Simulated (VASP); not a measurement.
# CoSn (P6/mmm) in VASP: single point with PBE

Aim: the single point of CoSn with PBE.

All numbers are computed with VASP 6.6.1; they aren't measurements. Logs are shortened: lines on timing, memory, paths and dates and some standing lists are left out, and cuts for length are marked.

## Step 1: The cell of the first run

Symmetry: P6/mmm, No. 191, hexagonal system. Conventional cell: a = 5.296 Å, b = 5.296 Å, c = 4.231 Å, α = 90.00°, β = 90.00°, γ = 120.00°. Co (site symmetry mmm) has 6 Sn at 2.61 to 2.65 Å and 4 Co at 2.65 Å within 3.4 Å. Sn (site symmetry -6m2) has 6 Co at 2.61 Å and 3 Sn at 3.06 Å within 3.4 Å. Within 3.5 Å of Sn (site symmetry 6/mmm) lie 6 Co at 2.65 Å.

## Step 2: Single point, PBE

File POSCAR:

```
CoSn
1.0
    5.2956988483      0.0000000000      0.0000000000
   -2.6478494242      4.5862097334      0.0000000000
    0.0000000000      0.0000000000      4.2312003079
Co Sn
3 3
Direct
    0.0000000000      0.5000000000      0.0000000000
    0.5000000000      0.5000000000      0.0000000000
    0.5000000000      0.0000000000      0.0000000000
    0.6666666667      0.3333333333      0.5000000000
    0.3333333333      0.6666666667      0.5000000000
    0.0000000000      0.0000000000      0.0000000000
```

File INCAR.step1:

```
PREC = Accurate
ENCUT = 520
EDIFF = 1E-6
ISMEAR = 0
SIGMA = 0.05
LREAL = F
LASPH = T
NELM = 80
ALGO = Fast
ISIF = 2
LWAVE = F
LCHARG = T
LMAXMIX = 4
GGA = PE
NBANDS = 44
```

File KPOINTS.step1:

```
Automatic mesh
0
Gamma
  10 10 10
```

File INCAR.step2:

```
PREC = Accurate
ENCUT = 520
EDIFF = 1E-6
ISMEAR = -5
SIGMA = 0.05
LREAL = F
LASPH = T
NELM = 80
ALGO = Fast
ISIF = 2
LWAVE = F
LCHARG = F
LMAXMIX = 4
GGA = PE
LORBIT = 11
NEDOS = 1001
ICHARG = 11
```

File KPOINTS.step2:

```
Automatic mesh
0
Gamma
  15 15 15
```

Potentials or basis: VASP PAW PBE potentials, release 64 (Co, Sn_d).

Run with:

```bash
$ cat potpaw_PBE.64/Co/POTCAR potpaw_PBE.64/Sn_d/POTCAR > POTCAR
$ cp INCAR.step1 INCAR
$ cp KPOINTS.step1 KPOINTS
$ mpirun -np 1 vasp_std > vasp.out
$ cp INCAR.step2 INCAR
$ cp KPOINTS.step2 KPOINTS
$ mpirun -np 1 vasp_std > vasp.out
```

OUTCAR:

```text
PREC = Accurate
   ENCUT = 520
   EDIFF = 1E-6
   ISMEAR = -5
   LREAL = F
   LASPH = T
   NELM = 80
   ISIF = 2
   GGA = PE
   LORBIT = 11
   ICHARG = 11

 ion  position               nearest neighbor table
   1  0.000  0.500  0.000-   4 2.61   5 2.61   4 2.61   5 2.61   3 2.65   3 2.65   2 2.65   2 2.65
                             6 2.65   6 2.65
   2  0.500  0.500  0.000-   4 2.61   5 2.61   4 2.61   5 2.61   6 2.65   6 2.65   1 2.65   1 2.65
                             3 2.65   3 2.65
   3  0.500  0.000  0.000-   4 2.61   5 2.61   4 2.61   5 2.61   1 2.65   1 2.65   6 2.65   6 2.65
                             2 2.65   2 2.65
   4  0.667  0.333  0.500-   1 2.61   1 2.61   3 2.61   3 2.61   2 2.61   2 2.61   5 3.06   5 3.06
                             5 3.06   6 3.72   6 3.72   6 3.72   6 3.72   6 3.72   6 3.72
   5  0.333  0.667  0.500-   1 2.61   1 2.61   3 2.61   3 2.61   2 2.61   2 2.61   4 3.06   4 3.06
                             4 3.06   6 3.72   6 3.72   6 3.72   6 3.72   6 3.72   6 3.72
   6  0.000  0.000  0.000-   2 2.65   2 2.65   3 2.65   3 2.65   1 2.65   1 2.65   5 3.72   4 3.72
                             5 3.72   4 3.72   4 3.72   5 3.72   5 3.72   4 3.72   5 3.72   5 3.72

  LATTYP: Found a hexagonal cell.
 ALAT       =     5.2956988483
 C/A-ratio  =     0.7989880900

  Lattice vectors:

 A1 = (   5.2956988483,   0.0000000000,   0.0000000000)
 A2 = (  -2.6478494242,   4.5862097334,   0.0000000000)
 A3 = (   0.0000000000,   0.0000000000,   4.2312003079)

Analysis of symmetry for initial positions (statically):
=====================================================================
 Subroutine PRICEL returns:
 Original cell was already a primitive cell.

 Routine SETGRP: Setting up the symmetry group for a
 hexagonal supercell.

 Subroutine GETGRP returns: Found 24 space group operations
 (whereof 24 operations were pure point group operations)
 out of a pool of 24 trial point group operations.

The static configuration has the point symmetry D_6h.

Analysis of symmetry for dynamics (positions and initial velocities):
=====================================================================
 Subroutine PRICEL returns:
 Original cell was already a primitive cell.

 Routine SETGRP: Setting up the symmetry group for a
 hexagonal supercell.

 Subroutine GETGRP returns: Found 24 space group operations
 (whereof 24 operations were pure point group operations)
 out of a pool of 24 trial point group operations.

The dynamic configuration has the point symmetry D_6h.

 Subroutine INISYM returns: Found 24 space group operations
 (whereof 24 operations are pure point group operations),
 and found     1 'primitive' translations

----------------------------------------------------------------------------------------

                                     Primitive cell

  volume of cell :     102.7639

  direct lattice vectors                    reciprocal lattice vectors
     5.295698848  0.000000000  0.000000000     0.188832490  0.109022489  0.000000000
    -2.647849424  4.586209733  0.000000000     0.000000000  0.218044978  0.000000000
     0.000000000  0.000000000  4.231200308     0.000000000  0.000000000  0.236339555

  length of vectors
     5.295698848  5.295698848  4.231200308     0.218044978  0.218044978  0.236339555

  position of ions in fractional coordinates (direct lattice)
     0.000000000  0.500000000  0.000000000
     0.500000000  0.500000000  0.000000000
     0.500000000  0.000000000  0.000000000
     0.666666667  0.333333333  0.500000000
     0.333333333  0.666666667  0.500000000
     0.000000000  0.000000000  0.000000000

  ion indices of the primitive-cell ions
   primitive index   ion index
                 1           1
                 2           2
                 3           3
                 4           4
                 5           5
                 6           6

----------------------------------------------------------------------------------------

 KPOINTS: Automatic mesh

Automatic generation of k-mesh.
 Grid dimensions read from file:
 generate k-points for:   15   15   15

 Generating k-lattice:

  Cartesian coordinates                     Fractional coordinates (reciprocal lattice)
     0.012588833  0.007268166  0.000000000     0.066666667  0.000000000  0.000000000
     0.000000000  0.014536332  0.000000000     0.000000000  0.066666667  0.000000000
     0.000000000  0.000000000  0.015755970     0.000000000  0.000000000  0.066666667

  Length of vectors
     0.014536332  0.014536332  0.015755970

  Shift w.r.t. Gamma in fractional coordinates (k-lattice)
     0.000000000  0.000000000  0.000000000

 TETIRR: Found   3324 inequivalent tetrahedra from    20250

 Subroutine IBZKPT returns following result:
 ===========================================

 Found    216 irreducible k-points:

 Following reciprocal coordinates:
            Coordinates               Weight
  0.000000  0.000000  0.000000      1.000000
  0.066667 -0.000000  0.000000      6.000000
  0.133333 -0.000000  0.000000      6.000000
  0.200000 -0.000000  0.000000      6.000000
  0.266667 -0.000000  0.000000      6.000000
  0.333333 -0.000000  0.000000      6.000000
[... 16 lines left out ...]
  0.333333  0.200000  0.000000     12.000000
  0.400000  0.200000  0.000000      6.000000
 [... further k-points ...]
   k-points           NKPTS =    216   k-points in BZ     NKDIM =    216   number of bands    NBANDS=     41
   number of dos      NEDOS =   1001   number of ions     NIONS =      6
   total plane-waves  NPLWV =  51200
   dimension x,y,z NGX =    40 NGY =   40 NGZ =   32
   dimension x,y,z NGXF=    80 NGYF=   80 NGZF=   64
   ions per type =               3   3
   NGX,Y,Z   is equivalent  to a cutoff of  12.56, 12.56, 12.57 a.u.
   NGXF,Y,Z  is equivalent  to a cutoff of  25.11, 25.11, 25.15 a.u.
 SYSTEM =  unknown system
   PREC   = accura    normal or accurate (medium, high low for compatibility)
   ISTART =      0    job   : 0-new  1-cont  2-samecut
   ICHARG =     11    charge: 1-file 2-atom 10-const
   ISPIN  =      1    spin polarized calculation?
   LNONCOLLINEAR =      F non collinear calculations
   LSORBIT =      F    spin-orbit coupling
   LASPH  =      T    aspherical Exc in radial PAW
   ENCUT  =  520.0 eV  38.22 Ry    6.18 a.u.   9.85  9.85  7.87*2*pi/ulx,y,z
   NELM   =     80;   NELMIN=  2; NELMDL=  0     # of ELM steps
   EDIFF  = 0.1E-05   stopping-criterion for ELM
   LREAL  =      F    real-space projection
   EDIFFG = 0.1E-04   stopping-criterion for IOM
   NSW    =      0    number of steps for IOM
   IBRION =     -1    ionic relax: 0-MD 1-quasi-New 2-CG
   NFREE  =      0    steps in history (QN), initial steepest desc. (CG)
   ISIF   =      2    stress and relaxation
   ISYM   =      2    0-nonsym 1-usesym 2-fastsym
   POTIM  = 0.5000    time-step for ionic-motion
   TEBEG  =    0.0;   TEEND  =   0.0 temperature during run
   PSTRESS=    0.0 pullay stress
   NELECT =      69.0000    total number of electrons
   NUPDOWN=      -1.0000    fix difference up-down
   EMIN   =  10.00;   EMAX   =-10.00  energy-range for DOS
   EFERMI =   0.00;   METHOD = LEGACY
   ISMEAR =    -5;   SIGMA  =   0.05  broadening in eV -4-tet -1-fermi 0-gaus
   EFERMI_NEDOS =   21; number of points for ismear=-14 and -15
   IALGO  =     68    algorithm
   IMIX   =      4    mixing-type and parameters
     AMIX     =   0.40;   BMIX     =  1.00
     AMIX_MAG =   1.60;   BMIX_MAG =  1.00
  volume/ion in A,a.u.               =      17.13       115.58
  Fermi-wavevector in a.u.,A,eV,Ry     =   1.433544  2.709005 27.960619  2.055048
  Thomas-Fermi vector in A             =   2.553050
   LORBIT       =     11    0 simple, 1 ext, 2 COOP (PROOUT), +10 PAW based schemes
   GGA     = PE    functional components
   LHFCALC =     F    Hartree Fock is set to
   AEXX    =    0.0000 exact exchange contribution
   IVDW    =     0    specifies the selected vdW correction
   LEPSILON=     F    determine dielectric tensor
   LRPA    =     F    only Hartree local field effects (RPA)
 non-spin polarized calculation
 RMM-DIIS sequential band-by-band and
 Fermi weights with tetrahedron method with Bloechl corrections
  energy-cutoff  :      520.00
  volume of cell :      102.76
 maximum number of plane-waves:      2787
 NGX is ok and might be reduce to    40

 number of electron      69.0000014 magnetization

 Free energy of the ion-electron system (eV)
  ---------------------------------------------------
  ext. energy  EPLUGINS =         0.00000000
  ---------------------------------------------------
  free energy    TOTEN  =       -33.24500284 eV

  energy without entropy =      -33.24500284  energy(sigma->0) =      -33.24500284

 E-fermi :   9.7670     XC(G=0): -11.7049

 val. band max:        9.7629730379   @ k =   0.3333   0.2000   0.2667
 cond. band min:       9.7673810007   @ k =   0.2000   0.2000   0.3333
 fundamental gap:      0.0044079628
 Fermi energy:         9.7669912892

 k-point     1 :       0.0000    0.0000    0.0000
  band No.  band energies     occupation
      1     -11.7547      2.00000
      2     -11.6426      2.00000
      3     -11.6426      2.00000
      4     -11.6229      2.00000
      5     -11.6229      2.00000
      6     -11.5202      2.00000
[... 33 lines left out ...]
     40      13.3343      0.00000
     41      14.8659      0.00000

 k-point     2 :       0.0667   -0.0000    0.0000
  band No.  band energies     occupation
      1     -11.7544      2.00000
      2     -11.6429      2.00000
      3     -11.6426      2.00000
      4     -11.6267      2.00000
      5     -11.6249      2.00000
      6     -11.5287      2.00000
[... 957 lines left out ...]
     40      12.7567      0.00000
     41      13.1280      0.00000

 k-point    24 :       0.4000    0.2000    0.0000
  band No.  band energies     occupation
      1     -11.7481      2.00000
      2     -11.7052      2.00000
      3     -11.6460      2.00000
      4     -11.6388      2.00000
      5     -11.6311      2.00000
      6     -11.5766      2.00000
[... 33 lines left out ...]
     40      12.8877      0.00000
     41      12.9457      0.00000

 [... further k-points ...]

------------------------ aborting loop because EDIFF is reached ----------------------------------------

  FORCE on cell =-STRESS in cart. coord.  units (eV):
  Direction    XX          YY          ZZ          XY          YZ          ZX
  --------------------------------------------------------------------------------------
  -------------------------------------------------------------------------------------
  Total       -0.0027082     -0.0027082     -0.0269647      0.0000000      0.0000000     -0.0000000
  in kB       -0.0422238     -0.0422238     -0.4204021      0.0000000      0.0000000     -0.0000000
  external PRESSURE =      -0.1682832 kB  Pullay stress =       0.0000000 kB

 VOLUME and BASIS-vectors are now :
 -----------------------------------------------------------------------------
  energy-cutoff  :      520.00
  volume of cell :      102.76
      direct lattice vectors                 reciprocal lattice vectors
     5.295698848  0.000000000  0.000000000     0.188832490  0.109022489  0.000000000
    -2.647849424  4.586209733  0.000000000     0.000000000  0.218044978  0.000000000
     0.000000000  0.000000000  4.231200308     0.000000000  0.000000000  0.236339555

 POSITION                                       TOTAL-FORCE (eV/Angst)
 -----------------------------------------------------------------------------------
     -1.32392      2.29310      0.00000        -0.000000      0.000000     -0.000000
      1.32392      2.29310      0.00000        -0.000000      0.000000     -0.000000
      2.64785      0.00000      0.00000        -0.000000      0.000000     -0.000000
      2.64785      1.52874      2.11560         0.000000      0.000000     -0.000000
     -0.00000      3.05747      2.11560        -0.000000      0.000000      0.000000
      0.00000      0.00000      0.00000        -0.000000      0.000000     -0.000000
 -----------------------------------------------------------------------------------
    total drift:                               -0.000000      0.000000     -0.000000

  FREE ENERGIE OF THE ION-ELECTRON SYSTEM (eV)
  ---------------------------------------------------
  free  energy   TOTEN  =       -33.2450028401 eV

  energy  without entropy=      -33.2450028401  energy(sigma->0) =      -33.24500284

 total charge

# of ion       s       p       d       tot
------------------------------------------
    1        0.394   0.450   7.465   8.309
    2        0.394   0.450   7.465   8.309
    3        0.394   0.450   7.465   8.309
    4        1.129   1.239  10.063  12.432
    5        1.129   1.239  10.063  12.432
    6        1.162   1.094  10.035  12.291
--------------------------------------------------
tot          4.603   4.922  52.558  62.082
```

Wall time 25 min (1 thread of Oxide Virtual Turin-like, shared host); peak memory 0.72 GiB.

Results:

- Valence electrons inside the program's atomic spheres: Co 8.31; Sn 12.43, 12.29 (each value once)

Levels at points of the mesh, in eV from the Fermi level:
```
           k point  band 32  band 33  band 34  band 35  band 36  band 37
(0.00, 0.00, 0.00)    -0.43    -0.40    -0.40     0.50     0.58     1.34
```

Caveat: spin-orbit coupling is left out, which moves the levels of the heavy elements; the run has no spin polarisation, though such a crystal can be magnetic. Spin polarisation is off, so any magnetic state and its effect on volume and gap are missing.
